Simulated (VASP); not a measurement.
Here is a VASP 6.6.1 calculation.

INCAR

```
PREC = Accurate
ENCUT = 520
EDIFF = 1E-8
ISMEAR = 0
SIGMA = 0.01
LREAL = False
LASPH = True
NELM = 100
ALGO = Fast
ISIF = 2
LWAVE = False
LCHARG = False
GGA = PE
LEPSILON = True
ISYM = 0
```

Contents of KPOINTS:

```
Automatic mesh
0
Gamma
  3 3 1
  0.5 0.5 0.5
```

POSCAR

```
ZnS
1.0
    3.8227000000      0.0000000000      0.0000000000
   -1.9113500000      3.3105550000      0.0000000000
    0.0000000000      0.0000000000     12.5200000000
Zn S
4 4
Direct
    0.0000000000      0.0000000000      0.0000000000
    0.0000000000      0.0000000000      0.5000000000
    0.3333333333      0.6666666667      0.2500000000
    0.6666666667      0.3333333333      0.7500000000
    0.0000000000      0.0000000000      0.1875000000
    0.0000000000      0.0000000000      0.6875000000
    0.3333333333      0.6666666667      0.4375000000
    0.6666666667      0.3333333333      0.9375000000
```

Potentials or basis: VASP PAW PBE potentials, release 64 (Zn, S).

The run is started by

```sh
$ cat potpaw_PBE.64/Zn/POTCAR potpaw_PBE.64/S/POTCAR > POTCAR
$ mpirun -np 1 vasp_std > vasp.out
```

(1) What does it give for the electronic dielectric tensor (diagonal)?

(2) What does it give for the Born charges (mean of the diagonal)?

(3) What does it give for the band gap on the k mesh?

## Answers

(1) 5.24, 5.24, 5.54.

(2) Zn +1.87; S -1.85, -1.88 (each value once) e.

(3) 4.10 eV (least direct gap 4.13 eV).

Caveat: the k points lie up to 0.63 Å⁻¹ apart; a shifted mesh leaves out Γ, where band edges can lie.
